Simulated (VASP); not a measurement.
Input of a VASP 6.6.1 run:

The input POSCAR:

```
TiN
1.0
    0.0000000000      2.0876558061      2.0876558061
    2.0876558061      0.0000000000      2.0876558061
    2.0876558061      2.0876558061      0.0000000000
Ti N
1 1
Direct
    0.5000000000      0.5000000000      0.5000000000
    0.0000000000      0.0000000000      0.0000000000
```

File INCAR.step1:

```
ALGO     = Normal         # electronic algorithm
EDIFF    = 1E-5           # SCF threshold, eV
ENCUT    = 1460           # plane-wave cutoff, eV
GGA      = PE             # functional
GGA_COMPAT= False        
ISMEAR   = 0              # smearing method
ISPIN    = 2              # spin polarisation
LASPH    = True           # aspherical terms in the spheres
LCHARG   = False          # write CHGCAR
LMAXMIX  = 4              # l up to which the mixer works
LREAL    = False          # projectors in reciprocal space
LWAVE    = True           # write WAVECAR
MAGMOM   = 0.05 0         # initial moments
NBANDS   = 20             # bands
NELM     = 200            # most SCF steps
PREC     = Accurate       # precision mode
SIGMA    = 0.05           # smearing width, eV
```

Contents of INCAR.step2:

```
ALGO     = Normal         # electronic algorithm
EDIFF    = 1E-6           # SCF threshold, eV
ENCUT    = 1460           # plane-wave cutoff, eV
GGA_COMPAT= False        
ISIF     = 2              # what is computed and relaxed
ISMEAR   = 0              # smearing method
ISPIN    = 2              # spin polarisation
ISTART   = 1            
LASPH    = True           # aspherical terms in the spheres
LCHARG   = False          # write CHGCAR
LMAXMIX  = 4              # l up to which the mixer works
LMIXTAU  = True         
LORBIT   = 11             # projections on sites
LREAL    = False          # projectors in reciprocal space
LWAVE    = False          # write WAVECAR
MAGMOM   = 0.05 0         # initial moments
METAGGA  = R2SCAN         # meta-GGA
NBANDS   = 20             # bands
NELM     = 200            # most SCF steps
PREC     = Accurate       # precision mode
SIGMA    = 0.05           # smearing width, eV
```

KPOINTS

```
k-points
0
Gamma
  14 14 14
```

Potentials or basis: VASP PAW PBE potentials, release 64 (Ti_sv, N_h).

Run with:

```console
$ cat potpaw_PBE.64/Ti_sv/POTCAR potpaw_PBE.64/N_h/POTCAR > POTCAR
$ cp INCAR.step1 INCAR
$ mpirun -np 1 vasp_std > vasp.out
$ cp INCAR.step2 INCAR
$ mpirun -np 1 vasp_std > vasp.out
```

(1) Estimate the pressure.

(2) What does it give for the net moment?

Results:

(1) 14.7 GPa.

(2) 0.00 μB per cell.

Caveat: the cell stands under pressure; the PAW data sets were made with another functional, which shifts forces and pressure a little.
